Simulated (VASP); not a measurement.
# BN (zincblende type) (F-43m) in VASP: further runs

Runs on BN (zincblende type). Level: r2SCAN. Tasks: single point, relaxation of cell and atoms.

Everything below comes from runs of VASP 6.6.1. Logs are shortened: lines on timing, memory, paths and dates and some standing lists are left out, and cuts for length are marked.

## 1. The cell of the first run

The structure is cubic, space group F-43m (No. 216). Conventional cell: a = 3.610 Å, b = 3.610 Å, c = 3.610 Å, α = 90.00°, β = 90.00°, γ = 90.00°. B (site symmetry -43m) has 4 N at 1.56 Å within 2.1 Å. Within 2.1 Å of N (site symmetry -43m) lie 4 B at 1.56 Å.

## 2. Single point, r2SCAN

POSCAR

```
BN
1.0
    0.0000000000      1.8048007811      1.8048007811
    1.8048007811      0.0000000000      1.8048007811
    1.8048007811      1.8048007811      0.0000000000
B N
1 1
Direct
    0.0000000000      0.0000000000      0.0000000000
    0.2500000000      0.2500000000      0.2500000000
```

INCAR.step1

```
SYSTEM = BN
PREC = Accurate ; ENCUT = 520
ISMEAR = -1 ; SIGMA = 0.02
LREAL = .False. ; LASPH = .True.
NELM = 80 ; NBANDS = 11
GGA = PE ; ALGO = Normal
EDIFF = 1E-4 ; LWAVE = .True.
LCHARG = .False.
```

INCAR.step2

```
SYSTEM = BN
PREC = Accurate ; ENCUT = 520
EDIFF = 1E-6 ; ISMEAR = -1
SIGMA = 0.02 ; LREAL = .False.
LASPH = .True. ; NELM = 80
ALGO = Normal ; ISIF = 2
LWAVE = .False. ; LCHARG = .False.
METAGGA = R2SCAN ; LMIXTAU = .True.
NBANDS = 11 ; ISTART = 1
```

KPOINTS

```
Automatic mesh
0
Gamma
  13 13 13
  0 0 0
```

Potentials or basis: VASP PAW PBE potentials, release 64 (B, N).

Command:

```bash
$ cat potpaw_PBE.64/B/POTCAR potpaw_PBE.64/N/POTCAR > POTCAR
$ cp INCAR.step1 INCAR
$ mpirun -np 1 vasp_std > vasp.out
$ cp INCAR.step2 INCAR
$ mpirun -np 1 vasp_std > vasp.out
```

OUTCAR:

```text
SYSTEM = BN
   PREC = Accurate
   ENCUT = 520
   EDIFF = 1E-6
   ISMEAR = -1
   LREAL = .False.
   LASPH = .True.
   NELM = 80
   ISIF = 2
   METAGGA = R2SCAN
   ISTART = 1

 ion  position               nearest neighbor table
   1  0.000  0.000  0.000-   2 1.56   2 1.56   2 1.56   2 1.56
   2  0.250  0.250  0.250-   1 1.56   1 1.56   1 1.56   1 1.56

  LATTYP: Found a face centered cubic cell.
 ALAT       =     3.6096015622

  Lattice vectors:

 A1 = (   0.0000000000,   1.8048007811,   1.8048007811)
 A2 = (   1.8048007811,   0.0000000000,   1.8048007811)
 A3 = (   1.8048007811,   1.8048007811,   0.0000000000)

Analysis of symmetry for initial positions (statically):
=====================================================================
 Subroutine PRICEL returns:
 Original cell was already a primitive cell.

 Routine SETGRP: Setting up the symmetry group for a
 face centered cubic supercell.

 Subroutine GETGRP returns: Found 24 space group operations
 (whereof 24 operations were pure point group operations)
 out of a pool of 48 trial point group operations.

The static configuration has the point symmetry T_d .

Analysis of symmetry for dynamics (positions and initial velocities):
=====================================================================
 Subroutine PRICEL returns:
 Original cell was already a primitive cell.

 Routine SETGRP: Setting up the symmetry group for a
 face centered cubic supercell.

 Subroutine GETGRP returns: Found 24 space group operations
 (whereof 24 operations were pure point group operations)
 out of a pool of 48 trial point group operations.

The dynamic configuration has the point symmetry T_d .

 Subroutine INISYM returns: Found 24 space group operations
 (whereof 24 operations are pure point group operations),
 and found     1 'primitive' translations

----------------------------------------------------------------------------------------

                                     Primitive cell

  volume of cell :      11.7576

  direct lattice vectors                    reciprocal lattice vectors
     0.000000000  1.804800781  1.804800781    -0.277038887  0.277038887  0.277038887
     1.804800781  0.000000000  1.804800781     0.277038887 -0.277038887  0.277038887
     1.804800781  1.804800781  0.000000000     0.277038887  0.277038887 -0.277038887

  length of vectors
     2.552373742  2.552373742  2.552373742     0.479845428  0.479845428  0.479845428

[... 81 lines left out ...]
   LREAL  =      F    real-space projection
   EDIFFG = 0.1E-04   stopping-criterion for IOM
   NSW    =      0    number of steps for IOM
   IBRION =     -1    ionic relax: 0-MD 1-quasi-New 2-CG
   NFREE  =      0    steps in history (QN), initial steepest desc. (CG)
   ISIF   =      2    stress and relaxation
   ISYM   =      2    0-nonsym 1-usesym 2-fastsym
   POTIM  = 0.5000    time-step for ionic-motion
   TEBEG  =    0.0;   TEEND  =   0.0 temperature during run
   PSTRESS=    0.0 pullay stress
   NELECT =       8.0000    total number of electrons
   NUPDOWN=      -1.0000    fix difference up-down
   EMIN   =  10.00;   EMAX   =-10.00  energy-range for DOS
   EFERMI =   0.00;   METHOD = LEGACY
   ISMEAR =    -1;   SIGMA  =   0.02  broadening in eV -4-tet -1-fermi 0-gaus
   EFERMI_NEDOS =   21; number of points for ismear=-14 and -15
   IALGO  =     38    algorithm
   IMIX   =      4    mixing-type and parameters
     AMIX     =   0.40;   BMIX     =  1.00
     AMIX_MAG =   1.60;   BMIX_MAG =  1.00
  volume/ion in A,a.u.               =       5.88        39.67
  Fermi-wavevector in a.u.,A,eV,Ry     =   1.439900  2.721016 28.209109  2.073311
  Thomas-Fermi vector in A             =   2.558704
   LORBIT       =      0    0 simple, 1 ext, 2 COOP (PROOUT), +10 PAW based schemes
   METAGGA = R2SCAN    functional components
   LHFCALC =     F    Hartree Fock is set to
   AEXX    =    0.0000 exact exchange contribution
   IVDW    =     0    specifies the selected vdW correction
   LEPSILON=     F    determine dielectric tensor
   LRPA    =     F    only Hartree local field effects (RPA)
 non-spin polarized calculation
  energy-cutoff  :      520.00
  volume of cell :       11.76
 maximum number of plane-waves:       331
   NGX =  9   NGY =  9   NGZ =  9

 number of electron       7.9999999 magnetization

 Free energy of the ion-electron system (eV)
  ---------------------------------------------------
  ext. energy  EPLUGINS =         0.00000000
  ---------------------------------------------------
  free energy    TOTEN  =       -19.17157418 eV

  energy without entropy =      -19.17157418  energy(sigma->0) =      -19.17157418

 E-fermi :   7.6484     XC(G=0): -13.6701

 val. band max:        7.2976916388   @ k =   0.0000   0.0000   0.0000
 cond. band min:      12.3574807323   @ k =   0.4615   0.4615   0.0000
 fundamental gap:      5.0597890935
 Fermi energy:         7.6483805539

 k-point     1 :       0.0000    0.0000    0.0000
  band No.  band energies     occupation
      1     -14.0456      2.00000
      2       7.2977      2.00000
      3       7.2977      2.00000
      4       7.2977      2.00000
      5      16.8460      0.00000
      6      16.8460      0.00000
      7      16.8460      0.00000
      8      18.4371      0.00000
      9      33.5187      0.00000
     10      36.0965      0.00000
     11      36.0965      0.00000
[... 309 lines left out ...]
 k-point    24 :       0.4615    0.1538    0.0000
  band No.  band energies     occupation
      1      -9.9527      2.00000
      2      -2.3743      2.00000
      3       3.8810      2.00000
      4       4.3472      2.00000
      5      16.8970      0.00000
      6      20.2824      0.00000
      7      20.7393      0.00000
      8      23.0580      0.00000
      9      29.5198      0.00000
     10      35.1163      0.00000
     11      36.8350      0.00000

 [... further k-points ...]
[... 5 lines left out ...]
  --------------------------------------------------------------------------------------
  -------------------------------------------------------------------------------------
  Total        0.0852839      0.0852839      0.0852839     -0.0000000     -0.0000000      0.0000000
  in kB       11.6214313     11.6214313     11.6214313     -0.0000000     -0.0000000      0.0000000
  external PRESSURE =      11.6214313 kB  Pullay stress =       0.0000000 kB

 VOLUME and BASIS-vectors are now :
 -----------------------------------------------------------------------------
  energy-cutoff  :      520.00
  volume of cell :       11.76
      direct lattice vectors                 reciprocal lattice vectors
     0.000000000  1.804800781  1.804800781    -0.277038887  0.277038887  0.277038887
     1.804800781  0.000000000  1.804800781     0.277038887 -0.277038887  0.277038887
     1.804800781  1.804800781  0.000000000     0.277038887  0.277038887 -0.277038887

 POSITION                                       TOTAL-FORCE (eV/Angst)
 -----------------------------------------------------------------------------------
      0.00000      0.00000      0.00000        -0.000000     -0.000000     -0.000000
      0.90240      0.90240      0.90240         0.000000      0.000000      0.000000
 -----------------------------------------------------------------------------------
    total drift:                                0.000000      0.000000      0.000000

  FREE ENERGIE OF THE ION-ELECTRON SYSTEM (eV)
  ---------------------------------------------------
  free  energy   TOTEN  =       -19.1715741751 eV

  energy  without entropy=      -19.1715741751  energy(sigma->0) =      -19.17157418
```

OSZICAR.step1:

```text
N       E                     dE             d eps       ncg     rms          rms(c)
DAV:   1     0.102351138017E+02    0.10235E+02   -0.51092E+03  1944   0.728E+02
DAV:   2    -0.179214371105E+02   -0.28157E+02   -0.27346E+02  2186   0.165E+02
DAV:   3    -0.184199033828E+02   -0.49847E+00   -0.49778E+00  2157   0.188E+01
DAV:   4    -0.184204464268E+02   -0.54304E-03   -0.54304E-03  1992   0.706E-01
DAV:   5    -0.184204469218E+02   -0.49504E-06   -0.49502E-06  1997   0.207E-02    0.673E+00
DAV:   6    -0.175359614450E+02    0.88449E+00   -0.29268E+00  1941   0.991E+00    0.328E+00
DAV:   7    -0.174625202255E+02    0.73441E-01   -0.10609E-01  2067   0.268E+00    0.193E+00
DAV:   8    -0.174480696659E+02    0.14451E-01   -0.35725E-02  2072   0.138E+00    0.195E-01
DAV:   9    -0.174482522030E+02   -0.18254E-03   -0.94974E-04  1950   0.258E-01    0.839E-02
DAV:  10    -0.174483388617E+02   -0.86659E-04   -0.12096E-04  2023   0.939E-02
   1 F= -.17448339E+02 E0= -.17448339E+02  d E =-.353799E-14
```

It took 65 s on 1 thread of Intel Xeon 8259CL, shared host; peak memory 0.13 GiB.

Results:

```
Free energy            : -19.1716 eV
Pressure               : 1.2 GPa
Band gap on the k mesh : 5.06 eV (least direct gap 9.55 eV)
```

Caveat: the PAW data sets were made with another functional, which shifts forces and pressure a little; an odd mesh through Γ misses points on the zone boundary, where band edges can lie.

## 3. Relaxation of cell and atoms, r2SCAN

This run uses another cell than the first one, of 10.00 Å³/atom.

POSCAR

```
BN
1.0
    0.0000000000      2.1544346900      2.1544346900
    2.1544346900      0.0000000000      2.1544346900
    2.1544346900      2.1544346900      0.0000000000
B N
1 1
Direct
    0.0000000000      0.0000000000      0.0000000000
    0.2500000000      0.2500000000      0.2500000000
```

INCAR.step1

```
PREC = Accurate ; ENCUT = 600
ISMEAR = -1 ; SIGMA = 0.02
LREAL = F ; LASPH = T
NELM = 80 ; GGA = PE
ALGO = Normal ; EDIFF = 1E-4
LWAVE = T ; LCHARG = F
```

INCAR.step2

```
PREC = Accurate ; ENCUT = 600
EDIFF = 1E-6 ; ISMEAR = -1
SIGMA = 0.02 ; LREAL = F
LASPH = T ; NELM = 80
ALGO = Normal ; ISIF = 3
LWAVE = F ; LCHARG = F
METAGGA = R2SCAN ; LMIXTAU = T
IBRION = 2 ; NSW = 60
EDIFFG = -0.005 ; ISTART = 1
```

KPOINTS

```
regular mesh
0
Gamma
  13 13 13
```

Potentials or basis: VASP PAW PBE potentials, release 64 (B, N).

Command:

```bash
$ cat potpaw_PBE.64/B/POTCAR potpaw_PBE.64/N/POTCAR > POTCAR
$ cp INCAR.step1 INCAR
$ mpirun -np 1 vasp_std > vasp.out
$ cp INCAR.step2 INCAR
$ mpirun -np 1 vasp_std > vasp.out
```

It took 4.1 min on 1 thread of Intel Xeon 8259CL, shared host; peak memory 0.15 GiB.

The run converged. Its results:

```yaml
Free_energy: -19.1824 eV
Relaxed_volume: 5.90 Å³/atom
Relaxed_cell: a = 2.556 Å, b = 2.556 Å, c = 2.556 Å, α = 60.00°, β = 60.00°, γ = 60.00°
Space_group_after_relaxing_to_0.1_Å: F-43m (No. 216)
Energy_gained_by_relaxing: 1476.7 meV/atom
Ionic_steps: 6
Pressure_after_relaxing: 0.0 GPa
Band_gap_on_the_k_mesh: 5.06 eV (least direct gap 9.53 eV)
```

The path:
```csv
step,energy change (eV),largest force (eV/Å),pressure (GPa),volume (Å³)
1,0.0000,0.0000,-74.91,20.00
2,-2.0166,0.0000,143.53,9.29
3,-2.9522,0.0000,-3.47,11.91
4,-2.9533,0.0000,0.92,11.77
5,-2.9533,0.0000,-0.89,11.83
6,-2.9534,0.0000,0.01,11.80
```

Final structure:
```yaml
crystal:
  lattice:
    - [0.00000, 1.80702, 1.80702]
    - [1.80702, 0.00000, 1.80702]
    - [1.80702, 1.80702, 0.00000]
  atoms:
    - { symbol: B, position: [0.00000, 0.00000, 0.00000] }
    - { symbol: N, position: [0.25000, 0.25000, 0.25000] }
```

Levels at points of the mesh, in eV from the valence-band top:
```
           k point  band 1  band 2  band 3  band 4  band 5  band 6  band 7  band 8
(0.00, 0.00, 0.00)  -21.30    0.00    0.00    0.00    9.53    9.53    9.53   11.08
```

Caveat: the volume moved by over 15 % at a fixed basis, so the end points are rough; the PAW data sets were made with another functional, which shifts forces and pressure a little; an odd mesh through Γ misses points on the zone boundary, where band edges can lie.
